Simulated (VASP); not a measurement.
MoSe3:

```xyz
4
Lattice="4.4978 0.0000 0.0000 0.0000 4.4978 0.0000 0.0000 0.0000 4.4978" Properties=species:S:1:pos:R:3 pbc="T T T"
Mo    0.0000    0.0000    0.0000
Se    0.0000    2.2489    2.2489
Se    2.2489    0.0000    2.2489
Se    2.2489    2.2489    0.0000
```

| Item | Value |
| --- | --- |
| Program | VASP 6.6.1 |
| Task | relaxation of cell and atoms |
| Functional | PBE |
| Potentials or basis | VASP PAW PBE potentials, release 64 (Mo_sv, Se) |
| Cutoff | 600 eV |
| k mesh | 4 × 4 × 4 |
| Occupations | gaussian, width 0.1 eV |
| Spin | collinear spin |
| Starting moments | [3.28, 0.0, 0.0, 0.0] μB |

At the start: pressure -8.0 GPa; volume 22.75 Å³/atom.

Q: How do energy, volume and symmetry change on relaxing?

A: Over 4 steps the energy falls by 58.6 meV/atom and the volume is 18.68 Å³/atom (-17.9 %); space group Pm-3m (No. 221, to 0.1 Å) before and after; moment 0.00 μB per cell.

The path:
```
step  energy change (eV)  largest force (eV/Å)  pressure (GPa)  volume (Å³)
   1              0.0000                0.0000           -8.00        90.99
   2             -0.2115                0.0000           -2.66        76.84
   3             -0.2010                0.0000            4.06        71.75
   4             -0.2342                0.0000           -0.30        74.72
```

Final structure:
```xyz
4
Lattice="4.2118 0.0000 0.0000 0.0000 4.2118 0.0000 0.0000 0.0000 4.2118" Properties=species:S:1:pos:R:3 pbc="T T T"
Mo    0.0000    0.0000    0.0000
Se    0.0000    2.1059    2.1059
Se    2.1059    0.0000    2.1059
Se    2.1059    2.1059    0.0000
```

Caveat: the volume moved by over 15 % at a fixed basis, so the end points are rough.
